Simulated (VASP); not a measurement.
Here is a VASP 6.6.1 calculation.

POSCAR

```
ZnSnN2
1.0
    1.5836871722      0.9143422152      5.1498174719
   -1.5836871722      0.9143422152      5.1498174719
    0.0000000000     -1.8286844304      5.1498174719
Zn Sn N
1 1 2
Direct
    1.0000000000      0.0000000000      0.0000000000
    0.5000000000      0.5000000000      0.5000000000
    0.2464698154      0.2464698154      0.2464698154
    0.7535301846      0.7535301846      0.7535301846
```

INCAR.step1

```
PREC = Accurate
ENCUT = 520
ISMEAR = 0
SIGMA = 0.01
LREAL = False
LASPH = True
NELM = 100
NBANDS = 26
GGA = PE
ALGO = Normal
EDIFF = 1E-4
LWAVE = True
LCHARG = False
```

Contents of INCAR.step2:

```
PREC = Accurate
ENCUT = 520
EDIFF = 1E-7
ISMEAR = 0
SIGMA = 0.01
LREAL = False
LASPH = True
NELM = 100
ALGO = Normal
ISIF = 2
LWAVE = False
LCHARG = False
METAGGA = R2SCAN
LMIXTAU = True
NBANDS = 26
ISTART = 1
```

Contents of KPOINTS:

```
Automatic mesh
0
Gamma
  10 10 10
```

Potentials or basis: VASP PAW PBE potentials, release 64 (Zn, Sn_d, N).

Run with:

```sh
$ cat potpaw_PBE.64/Zn/POTCAR potpaw_PBE.64/Sn_d/POTCAR potpaw_PBE.64/N/POTCAR > POTCAR
$ cp INCAR.step1 INCAR
$ mpirun -np 1 vasp_std > vasp.out
$ cp INCAR.step2 INCAR
$ mpirun -np 1 vasp_std > vasp.out
```

(1) Predict the pressure.

(2) Predict the largest force.

(3) Estimate the band gap on the k mesh.

Results:

(1) 0.9 GPa.

(2) 0.013 eV/Å.

(3) 1.22 eV, indirect (least direct gap 1.32 eV).

Caveat: the PAW data sets were made with another functional, which shifts forces and pressure a little; spin-orbit coupling is left out, which moves the levels of the heavy elements.
